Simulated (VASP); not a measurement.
Runs of VASP 6.6.1 on Sn. The structure is that of space group Im-3m (No. 229), or close to it. The cells are those of the table. 

```tsv
task	cell	gap on the mesh (eV)	pressure (GPa)
single point	a = 3.304, b = 3.304, c = 3.260 Å, angles 109.5, 109.5, 110.0°, 1 atom	none	-0.5
electric field gradients	a = 3.254 Å, angles 109.5°, 1 atom	none	0.8
electric field gradients	a = 3.226 Å, angles 109.5°, 1 atom	none	(a)
electric field gradients	a = 3.335 Å, angles 109.5°, 1 atom	none	-2.7
electric field gradients	a = 3.265, b = 3.265, c = 3.298 Å, angles 109.5, 109.5, 109.1°, 1 atom	none	-0.5
```

Alike in all rows: level r2SCAN; potentials or basis VASP PAW PBE potentials, release 64 (Sn_d); no spin polarisation; k mesh 14 × 14 × 14; cutoff (eV) 520; smearing fermi-dirac 0.08 eV.

**Question.** Estimate the missing entries.

**Answer.** (a) 2.3.

Caveats: the PAW data sets were made with another functional, which shifts forces and pressure a little; spin-orbit coupling is left out, which moves the levels of the heavy elements.

A k mesh can miss the band edges, and the runs leave out spin-orbit coupling on Sn.

A gap of «none» marks levels without a gap at the run's occupations.
